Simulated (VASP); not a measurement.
# LuBe6 (Pm-3m) in VASP: notebook

The runs below take LuBe6 through single point, relaxation of cell and atoms, with PBE.

Program: VASP 6.6.1. These are calculated values, not measurements. Logs are shortened: lines on timing, memory, paths and dates and some standing lists are left out, and cuts for length are marked.

**1. The cell of the first run**

It takes space group Pm-3m (No. 221, cubic). Conventional cell: a = 4.699 Å, b = 4.699 Å, c = 4.699 Å, α = 90.00°, β = 90.00°, γ = 90.00°. Lu (site symmetry m-3m) has 24 Be at 3.45 Å within 4.5 Å. Within 2.4 Å of Be (site symmetry 4mm) lie 5 Be at 1.84 to 2.02 Å.

**2. Single point, PBE**

The input, INCAR:

```
SYSTEM = LuBe6
  PREC = Accurate
  ENCUT = 520
  EDIFF = 1E-6
  ISMEAR = 0
  SIGMA = 0.1
  LREAL = .FALSE.
  LASPH = .TRUE.
  NELM = 100
  ALGO = Normal
  ISIF = 2
  LWAVE = .FALSE.
  LCHARG = .TRUE.
  GGA = PE
  LELF = .TRUE.
  LVHAR = .TRUE.
  NBANDS = 28
```

The input, KPOINTS:

```
regular mesh
0
G
  8 8 8
  0 0 0
```

The input, POSCAR:

```
LuBe6
1.0
    4.6991311516      0.0000000000      0.0000000000
    0.0000000000      4.6991311516      0.0000000000
    0.0000000000      0.0000000000      4.6991311516
Lu Be
1 6
Direct
    0.5000000000      0.5000000000      0.5000000000
    0.0000000000      0.0000000000      0.3037671122
    0.0000000000      0.0000000000      0.6962328878
    0.3037671122      0.0000000000      0.0000000000
    0.6962328878      0.0000000000      0.0000000000
    0.0000000000      0.3037671122      0.0000000000
    0.0000000000      0.6962328878      0.0000000000
```

Potentials or basis: VASP PAW PBE potentials, release 64 (Lu, Be).

Started as:

```bash
cat potpaw_PBE.64/Lu/POTCAR potpaw_PBE.64/Be/POTCAR > POTCAR
mpirun -np 1 vasp_std > vasp.out
```

OUTCAR:

```text
SYSTEM = LuBe6
   PREC = Accurate
   ENCUT = 520
   EDIFF = 1E-6
   ISMEAR = 0
   LREAL = .FALSE.
   LASPH = .TRUE.
   NELM = 100
   ISIF = 2
   GGA = PE

 ion  position               nearest neighbor table
   1  0.500  0.500  0.500-
   2  0.000  0.000  0.304-   3 1.84   4 2.02   5 2.02   6 2.02   7 2.02
   3  0.000  0.000  0.696-   2 1.84   4 2.02   5 2.02   6 2.02   7 2.02
   4  0.304  0.000  0.000-   5 1.84   3 2.02   2 2.02   6 2.02   7 2.02
   5  0.696  0.000  0.000-   4 1.84   3 2.02   2 2.02   6 2.02   7 2.02
   6  0.000  0.304  0.000-   7 1.84   3 2.02   4 2.02   5 2.02   2 2.02
   7  0.000  0.696  0.000-   6 1.84   3 2.02   4 2.02   5 2.02   2 2.02

  LATTYP: Found a simple cubic cell.
 ALAT       =     4.6991311516

  Lattice vectors:

 A1 = (   4.6991311516,   0.0000000000,   0.0000000000)
 A2 = (   0.0000000000,   4.6991311516,   0.0000000000)
 A3 = (   0.0000000000,   0.0000000000,   4.6991311516)

Analysis of symmetry for initial positions (statically):
=====================================================================
 Subroutine PRICEL returns:
 Original cell was already a primitive cell.

 Routine SETGRP: Setting up the symmetry group for a
 simple cubic supercell.

 Subroutine GETGRP returns: Found 48 space group operations
 (whereof 48 operations were pure point group operations)
 out of a pool of 48 trial point group operations.

The static configuration has the point symmetry O_h .

Analysis of symmetry for dynamics (positions and initial velocities):
=====================================================================
 Subroutine PRICEL returns:
 Original cell was already a primitive cell.

 Routine SETGRP: Setting up the symmetry group for a
 simple cubic supercell.

 Subroutine GETGRP returns: Found 48 space group operations
 (whereof 48 operations were pure point group operations)
 out of a pool of 48 trial point group operations.

The dynamic configuration has the point symmetry O_h .

 Subroutine INISYM returns: Found 48 space group operations
 (whereof 48 operations are pure point group operations),
 and found     1 'primitive' translations

----------------------------------------------------------------------------------------

                                     Primitive cell

  volume of cell :     103.7654

  direct lattice vectors                    reciprocal lattice vectors
     4.699131152  0.000000000  0.000000000     0.212805297  0.000000000  0.000000000
     0.000000000  4.699131152  0.000000000     0.000000000  0.212805297  0.000000000
     0.000000000  0.000000000  4.699131152     0.000000000  0.000000000  0.212805297

  length of vectors
     4.699131152  4.699131152  4.699131152     0.212805297  0.212805297  0.212805297

  position of ions in fractional coordinates (direct lattice)
     0.500000000  0.500000000  0.500000000
     0.000000000  0.000000000  0.303767112
     0.000000000  0.000000000  0.696232888
     0.303767112  0.000000000  0.000000000
     0.696232888  0.000000000  0.000000000
     0.000000000  0.303767112  0.000000000
     0.000000000  0.696232888  0.000000000

  ion indices of the primitive-cell ions
   primitive index   ion index
                 1           1
                 2           2
                 3           3
                 4           4
                 5           5
                 6           6
                 7           7

----------------------------------------------------------------------------------------

 KPOINTS: regular mesh

Automatic generation of k-mesh.
 Grid dimensions read from file:
 generate k-points for:    8    8    8

 Generating k-lattice:

  Cartesian coordinates                     Fractional coordinates (reciprocal lattice)
     0.026600662  0.000000000  0.000000000     0.125000000  0.000000000  0.000000000
     0.000000000  0.026600662  0.000000000     0.000000000  0.125000000  0.000000000
     0.000000000  0.000000000  0.026600662     0.000000000  0.000000000  0.125000000

  Length of vectors
     0.026600662  0.026600662  0.026600662

  Shift w.r.t. Gamma in fractional coordinates (k-lattice)
     0.000000000  0.000000000  0.000000000

 Subroutine IBZKPT returns following result:
 ===========================================

 Found     35 irreducible k-points:

 Following reciprocal coordinates:
            Coordinates               Weight
  0.000000  0.000000  0.000000      1.000000
  0.125000  0.000000  0.000000      6.000000
  0.250000  0.000000  0.000000      6.000000
  0.375000  0.000000  0.000000      6.000000
  0.500000  0.000000  0.000000      3.000000
  0.125000  0.125000  0.000000     12.000000
[... 16 lines left out ...]
  0.375000  0.375000  0.125000     24.000000
  0.500000  0.375000  0.125000     24.000000
 [... further k-points ...]
   k-points           NKPTS =     35   k-points in BZ     NKDIM =     35   number of bands    NBANDS=     28
   number of dos      NEDOS =    301   number of ions     NIONS =      7
   total plane-waves  NPLWV =  46656
   dimension x,y,z NGX =    36 NGY =   36 NGZ =   36
   dimension x,y,z NGXF=    72 NGYF=   72 NGZF=   72
   ions per type =               1   6
   NGX,Y,Z   is equivalent  to a cutoff of  12.74, 12.74, 12.74 a.u.
   NGXF,Y,Z  is equivalent  to a cutoff of  25.47, 25.47, 25.47 a.u.
 SYSTEM =  LuBe6
   PREC   = accura    normal or accurate (medium, high low for compatibility)
   ISTART =      0    job   : 0-new  1-cont  2-samecut
   ICHARG =      2    charge: 1-file 2-atom 10-const
   ISPIN  =      1    spin polarized calculation?
   LNONCOLLINEAR =      F non collinear calculations
   LSORBIT =      F    spin-orbit coupling
   LASPH  =      T    aspherical Exc in radial PAW
   ENCUT  =  520.0 eV  38.22 Ry    6.18 a.u.   8.74  8.74  8.74*2*pi/ulx,y,z
   NELM   =    100;   NELMIN=  2; NELMDL= -5     # of ELM steps
   EDIFF  = 0.1E-05   stopping-criterion for ELM
   LREAL  =      F    real-space projection
   EDIFFG = 0.1E-04   stopping-criterion for IOM
   NSW    =      0    number of steps for IOM
   IBRION =     -1    ionic relax: 0-MD 1-quasi-New 2-CG
   NFREE  =      0    steps in history (QN), initial steepest desc. (CG)
   ISIF   =      2    stress and relaxation
   ISYM   =      2    0-nonsym 1-usesym 2-fastsym
   POTIM  = 0.5000    time-step for ionic-motion
   TEBEG  =    0.0;   TEEND  =   0.0 temperature during run
   PSTRESS=    0.0 pullay stress
   NELECT =      37.0000    total number of electrons
   NUPDOWN=      -1.0000    fix difference up-down
   EMIN   =  10.00;   EMAX   =-10.00  energy-range for DOS
   EFERMI =   0.00;   METHOD = LEGACY
   ISMEAR =     0;   SIGMA  =   0.10  broadening in eV -4-tet -1-fermi 0-gaus
   EFERMI_NEDOS =   21; number of points for ismear=-14 and -15
   IALGO  =     38    algorithm
   IMIX   =      4    mixing-type and parameters
     AMIX     =   0.40;   BMIX     =  1.00
     AMIX_MAG =   1.60;   BMIX_MAG =  1.00
  volume/ion in A,a.u.               =      14.82       100.03
  Fermi-wavevector in a.u.,A,eV,Ry     =   1.160890  2.193765 18.336112  1.347666
  Thomas-Fermi vector in A             =   2.297468
   LORBIT       =      0    0 simple, 1 ext, 2 COOP (PROOUT), +10 PAW based schemes
   GGA     = PE    functional components
   LHFCALC =     F    Hartree Fock is set to
   AEXX    =    0.0000 exact exchange contribution
   IVDW    =     0    specifies the selected vdW correction
   LEPSILON=     F    determine dielectric tensor
   LRPA    =     F    only Hartree local field effects (RPA)
 non-spin polarized calculation
 Gauss-broadening in eV      SIGMA  =   0.10
  energy-cutoff  :      520.00
  volume of cell :      103.77
 maximum number of plane-waves:      2829
 NGX is ok and might be reduce to    36
   NGX = 17   NGY = 17   NGZ = 17

 number of electron      36.9999985 magnetization

 Free energy of the ion-electron system (eV)
  ---------------------------------------------------
  ext. energy  EPLUGINS =         0.00000000
  ---------------------------------------------------
  free energy    TOTEN  =       -21.14372848 eV

  energy without entropy =      -21.12595329  energy(sigma->0) =      -21.13484089

 E-fermi :   2.5475     XC(G=0):  -9.3714

 val. band max:        2.5290417941   @ k =   0.3750   0.2500   0.0000
 cond. band min:       2.5510499417   @ k =   0.2500   0.2500   0.0000
 fundamental gap:      0.0220081476
 Fermi energy:         2.5474509840

 k-point     1 :       0.0000    0.0000    0.0000
  band No.  band energies     occupation
      1     -54.7485      2.00000
      2     -25.3034      2.00000
      3     -25.3034      2.00000
      4     -25.3034      2.00000
      5      -5.7497      2.00000
      6      -3.3346      2.00000
[... 20 lines left out ...]
     27       6.4742      0.00000
     28       6.9030      0.00000

 k-point     2 :       0.1250    0.0000    0.0000
  band No.  band energies     occupation
      1     -54.7485      2.00000
      2     -25.3044      2.00000
      3     -25.3033      2.00000
      4     -25.3033      2.00000
      5      -5.6886      2.00000
      6      -3.3351      2.00000
[... 20 lines left out ...]
     27       6.8683      0.00000
     28       6.9008      0.00000

 k-point     3 :       0.2500    0.0000    0.0000
  band No.  band energies     occupation
      1     -54.7485      2.00000
      2     -25.3068      2.00000
      3     -25.3031      2.00000
      4     -25.3031      2.00000
      5      -5.5215      2.00000
      6      -3.3360      2.00000
[... 20 lines left out ...]
     27       6.2593      0.00000
     28       7.7980      0.00000

 k-point     4 :       0.3750    0.0000    0.0000
  band No.  band energies     occupation
      1     -54.7484      2.00000
      2     -25.3093      2.00000
      3     -25.3029      2.00000
      4     -25.3029      2.00000
      5      -5.3126      2.00000
      6      -3.3354      2.00000
[... 578 lines left out ...]
     27       7.1534      0.00000
     28       7.8861      0.00000

 k-point    23 :       0.3750    0.3750    0.1250
  band No.  band energies     occupation
      1     -54.7484      2.00000
      2     -25.3086      2.00000
      3     -25.3086      2.00000
      4     -25.3033      2.00000
      5      -5.0089      2.00000
      6      -3.3355      2.00000
[... 20 lines left out ...]
     27       7.3315      0.00000
     28       7.6610      0.00000

 k-point    24 :       0.5000    0.3750    0.1250
  band No.  band energies     occupation
      1     -54.7484      2.00000
      2     -25.3096      2.00000
      3     -25.3085      2.00000
      4     -25.3032      2.00000
      5      -4.9534      2.00000
      6      -3.3354      2.00000
[... 20 lines left out ...]
     27       7.0983      0.00000
     28       7.5908      0.00000

 [... further k-points ...]

------------------------ aborting loop because EDIFF is reached ----------------------------------------

  FORCE on cell =-STRESS in cart. coord.  units (eV):
  Direction    XX          YY          ZZ          XY          YZ          ZX
  --------------------------------------------------------------------------------------
  -------------------------------------------------------------------------------------
  Total        0.0427204      0.0427204      0.0427204      0.0000000      0.0000000      0.0000000
  in kB        0.6596183      0.6596183      0.6596183      0.0000000      0.0000000      0.0000000
  external PRESSURE =       0.6596183 kB  Pullay stress =       0.0000000 kB

 VOLUME and BASIS-vectors are now :
 -----------------------------------------------------------------------------
  energy-cutoff  :      520.00
  volume of cell :      103.77
      direct lattice vectors                 reciprocal lattice vectors
     4.699131152  0.000000000  0.000000000     0.212805297  0.000000000  0.000000000
     0.000000000  4.699131152  0.000000000     0.000000000  0.212805297  0.000000000
     0.000000000  0.000000000  4.699131152     0.000000000  0.000000000  0.212805297

 POSITION                                       TOTAL-FORCE (eV/Angst)
 -----------------------------------------------------------------------------------
      2.34957      2.34957      2.34957         0.000000      0.000000     -0.000000
      0.00000      0.00000      1.42744         0.000000     -0.000000      0.019310
      0.00000      0.00000      3.27169        -0.000000      0.000000     -0.019310
      1.42744      0.00000      0.00000         0.019310     -0.000000      0.000000
      3.27169      0.00000      0.00000        -0.019310      0.000000      0.000000
      0.00000      1.42744      0.00000        -0.000000      0.019310     -0.000000
      0.00000      3.27169      0.00000         0.000000     -0.019310      0.000000
 -----------------------------------------------------------------------------------
    total drift:                                0.000000      0.000000      0.000000

  FREE ENERGIE OF THE ION-ELECTRON SYSTEM (eV)
  ---------------------------------------------------
  free  energy   TOTEN  =       -21.1437284759 eV

  energy  without entropy=      -21.1259532943  energy(sigma->0) =      -21.13484089
```

Wall time 85 s (1 thread of Intel Xeon Platinum 8488C (Sapphire Rapids), shared host); peak memory 0.26 GiB.

Results:

* Free energy: -21.1437 eV
* Pressure: 0.1 GPa
* Largest force: 0.019 eV/Å

Forces in eV/Å, atoms in the order of the input:
```
Lu   0.000  0.000  0.000
Be   0.000  0.000  0.019
Be   0.000  0.000 -0.019
Be   0.019  0.000  0.000
Be  -0.019  0.000  0.000
Be   0.000  0.019  0.000
Be   0.000 -0.019  0.000
```

Levels at points of the mesh, in eV from the Fermi level:
| k point | band 14 | band 15 | band 16 | band 17 | band 18 | band 19 | band 20 | band 21 | band 22 | band 23 |
| --- | --- | --- | --- | --- | --- | --- | --- | --- | --- | --- |
| (0.00, 0.00, 0.00) | -2.71 | -2.71 | -2.71 | -1.94 | -1.94 | 1.32 | 1.32 | 1.32 | 2.95 | 2.95 |
| (0.50, 0.00, 0.00) | -2.82 | -2.36 | -2.36 | -1.14 | -0.15 | -0.15 | 0.21 | 0.81 | 2.49 | 2.58 |
| (0.50, 0.50, 0.00) | -4.51 | -3.23 | -2.23 | -1.19 | -0.71 | -0.71 | 1.28 | 1.28 | 2.67 | 3.24 |
| (0.50, 0.50, 0.50) | -4.11 | -4.11 | -2.18 | -2.18 | -2.18 | 0.87 | 1.76 | 1.76 | 1.76 | 3.45 |

Caveat: spin-orbit coupling is left out, which moves the levels of the heavy elements.

**3. Relaxation of cell and atoms, PBE**

This run uses another cell than the first one, of 14.74 Å³/atom, 0.994 times its volume.

The input, INCAR:

```
SYSTEM = LuBe6
PREC = Accurate
ENCUT = 600
EDIFF = 1E-6
ISMEAR = 0
SIGMA = 0.1
LREAL = .False.
LASPH = .True.
NELM = 100
ALGO = Normal
ISIF = 3
LWAVE = .False.
LCHARG = .False.
GGA = PE
IBRION = 2
NSW = 100
EDIFFG = -0.01
```

The input, KPOINTS:

```
regular mesh
0
Gamma
  8 8 8
  0 0 0
```

The input, POSCAR:

```
LuBe6
1.0
    4.6904195582      0.0000000000      0.0000000000
    0.0000000000      4.6904195582      0.0000000000
    0.0000000000      0.0000000000      4.6904195582
Lu Be
1 6
Direct
    0.5000000000      0.5000000000      0.5000000000
    0.0000000000      0.0000000000      0.3044078032
    0.0000000000      0.0000000000      0.6955921968
    0.3044078032      0.0000000000      0.0000000000
    0.6955921968      0.0000000000      0.0000000000
    0.0000000000      0.3044078032      0.0000000000
    0.0000000000      0.6955921968      0.0000000000
```

Potentials or basis: VASP PAW PBE potentials, release 64 (Lu, Be).

Started as:

```bash
cat potpaw_PBE.64/Lu/POTCAR potpaw_PBE.64/Be/POTCAR > POTCAR
mpirun -np 1 vasp_std > vasp.out
```

Run time: 4.5 min. Hardware: 1 thread of Intel Xeon Platinum 8488C (Sapphire Rapids), shared host; peak memory 0.32 GiB.

Results (log left out):

```yaml
Free_energy: -21.1438 eV
Relaxed_volume: 14.84 Å³/atom
Relaxed_cell: a = 4.701 Å, b = 4.701 Å, c = 4.701 Å, α = 90.00°, β = 90.00°, γ = 90.00°
Space_group_after_relaxing_to_0.05_Å: Pm-3m (No. 221)
Energy_gained_by_relaxing: 0.2 meV/atom
Ionic_steps: 4
Pressure_after_relaxing: 0.1 GPa
```

Step by step:
```tsv
step	energy change (eV)	largest force (eV/Å)	pressure (GPa)	volume (Å³)
1	0.0000	0.0905	0.36	103.19
2	-0.0010	0.0741	0.15	103.69
3	-0.0012	0.0248	0.19	103.54
4	-0.0015	0.0007	0.06	103.86
```

Final structure:
```xyz
7
Lattice="4.7005 0.0000 0.0000 0.0000 4.7005 0.0000 0.0000 0.0000 4.7005" Properties=species:S:1:pos:R:3 pbc="T T T"
Lu    2.3503    2.3503    2.3503
Be    4.7005    0.0000    1.4283
Be    4.7005    0.0000    3.2722
Be    1.4283    4.7005    0.0000
Be    3.2722    0.0000    0.0000
Be    4.7005    1.4283    4.7005
Be    4.7005    3.2722    0.0000
```

Levels at points of the mesh, in eV from the Fermi level:
```csv
k point,band 14,band 15,band 16,band 17,band 18,band 19,band 20,band 21,band 22
"(0.00, 0.00, 0.00)",-2.71,-2.71,-2.71,-1.94,-1.94,1.32,1.32,1.32,2.95
"(0.50, 0.00, 0.00)",-2.82,-2.36,-2.36,-1.14,-0.14,-0.14,0.21,0.81,2.49
"(0.50, 0.50, 0.00)",-4.51,-3.23,-2.23,-1.18,-0.71,-0.71,1.28,1.28,2.66
"(0.50, 0.50, 0.50)",-4.11,-4.11,-2.18,-2.18,-2.18,0.86,1.76,1.76,1.76
```

Caveat: spin-orbit coupling is left out, which moves the levels of the heavy elements.
